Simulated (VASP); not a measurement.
Write the native input for VASP 6.6.1 that does the following.

| Quantity | Value |
| --- | --- |
| Task | single point |
| Functional | revPBE |
| Potentials or basis | VASP PAW PBE potentials, release 64 (Ba_sv, Zr_sv, O) |
| Cutoff | 520 eV |
| k mesh | 3 × 3 × 3 |
| Occupations | gaussian, width 0.01 eV |
| Spin | no spin polarisation |
| Dipole correction | no |
| Further INCAR settings | ALGO = Normal; EDIFF = 1e-06; NBANDS = 28 |

The structure of BaZrO3 lies in POSCAR:

```
BaZrO3
1.0
    4.1913400000      0.0000000000      0.0000000000
    0.0000000000      4.1913400000      0.0000000000
    0.0000000000      0.0000000000      4.1913400000
Ba Zr O
1 1 3
Direct
    0.0000000000      0.0000000000      0.0000000000
    0.5000000000      0.5000000000      0.5000000000
    0.0000000000      0.5000000000      0.5000000000
    0.5000000000      0.0000000000      0.5000000000
    0.5000000000      0.5000000000      0.0000000000
```

These files were run (other wordings do the same):

INCAR

```
SYSTEM = BaZrO3
PREC     = Accurate       ! precision mode
ENCUT    = 520            ! plane-wave cutoff, eV
EDIFF    = 1E-6           ! SCF threshold, eV
ISMEAR   = 0              ! smearing method
SIGMA    = 0.01           ! smearing width, eV
LREAL    = .FALSE.        ! projectors in reciprocal space
LASPH    = .TRUE.         ! aspherical terms in the spheres
NELM     = 60             ! most SCF steps
ALGO     = Normal         ! electronic algorithm
ISIF     = 2              ! what is computed and relaxed
LWAVE    = .FALSE.        ! write WAVECAR
LCHARG   = .FALSE.        ! write CHGCAR
GGA      = RE             ! functional
NBANDS   = 28             ! bands
```

KPOINTS

```
regular mesh
0
G
  3 3 3
  0 0 0
```

Potentials or basis: VASP PAW PBE potentials, release 64 (Ba_sv, Zr_sv, O).

Launch:

```sh
$ cat potpaw_PBE.64/Ba_sv/POTCAR potpaw_PBE.64/Zr_sv/POTCAR potpaw_PBE.64/O/POTCAR > POTCAR
$ mpirun -np 1 vasp_std > vasp.out
```

It gave:

```
Pressure               : 7.9 GPa
Band gap on the k mesh : 3.41 eV, direct
```

Caveat: the k points lie up to 0.50 Å⁻¹ apart; the PAW data sets were made with another functional, which shifts forces and pressure a little; spin-orbit coupling is left out, which moves the levels of the heavy elements.

It took 5.4 s on 1 thread of Intel(R) Xeon(R) 6975P-C (Granite Rapids) (shared host), peak memory 0.18 GiB.
